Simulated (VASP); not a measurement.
**SiC: single point with PBE**

SiC, a slab with vacuum:

```
Si C
1.0
     3.09693    0.00000    0.00000
     0.00000    4.37971    0.00000
     0.00000    0.00000   20.64540
Si C
4 4
Direct
  0.00000 0.83635 0.40036
  0.50000 0.38237 0.45865
  0.00000 0.88237 0.54135
  0.50000 0.33634 0.59964
  0.50000 0.64151 0.38791
  0.00000 0.13978 0.46196
  0.50000 0.63977 0.53804
  0.00000 0.14150 0.61209
```

- Program: VASP 6.6.1
- Task: single point
- Functional: PBE
- Potentials or basis: VASP PAW PBE potentials, release 64 (Si, C)
- Cutoff: 520 eV
- k mesh: 8 × 6 × 1
- Occupations: fermi-dirac, width 0.02 eV
- Spin: no spin polarisation

```yaml
Largest_force: 0.012 eV/Å
Band_gap_on_the_k_mesh: 0.83 eV (least direct gap 1.25 eV)
```

Forces in eV/Å, atoms in the order of the input:
```
Si   0.000 -0.008  0.008
Si   0.000 -0.002  0.003
Si   0.000 -0.003 -0.002
Si   0.000 -0.008 -0.009
C    0.000  0.008 -0.004
C    0.000  0.003 -0.004
C    0.000  0.003  0.003
C    0.000  0.008  0.004
```

Levels at points of the mesh, in eV from the valence-band top:
| k point | band 12 | band 13 | band 14 | band 15 | band 16 | band 17 | band 18 | band 19 | band 20 | band 21 |
| --- | --- | --- | --- | --- | --- | --- | --- | --- | --- | --- |
| (0.00, 0.00, 0.00) | -2.57 | -1.30 | -1.02 | -0.70 | -0.07 | 1.84 | 2.64 | 3.74 | 3.77 | 5.02 |
| (0.50, 0.00, 0.00) | -3.46 | -2.54 | -2.54 | -0.42 | -0.42 | 0.83 | 0.83 | 3.52 | 3.52 | 5.14 |
| (0.00, 0.50, 0.00) | -1.91 | -1.82 | -1.82 | -0.37 | -0.37 | 2.53 | 2.54 | 4.32 | 4.32 | 5.83 |
| (0.50, 0.50, 0.00) | -3.73 | -2.06 | -2.06 | -0.10 | -0.10 | 1.98 | 1.98 | 5.25 | 5.25 | 6.47 |

It took 2.7 min on 1 thread of Intel(R) Xeon(R) Platinum 8488C (Sapphire Rapids), on a shared host, peak memory 0.42 GiB.
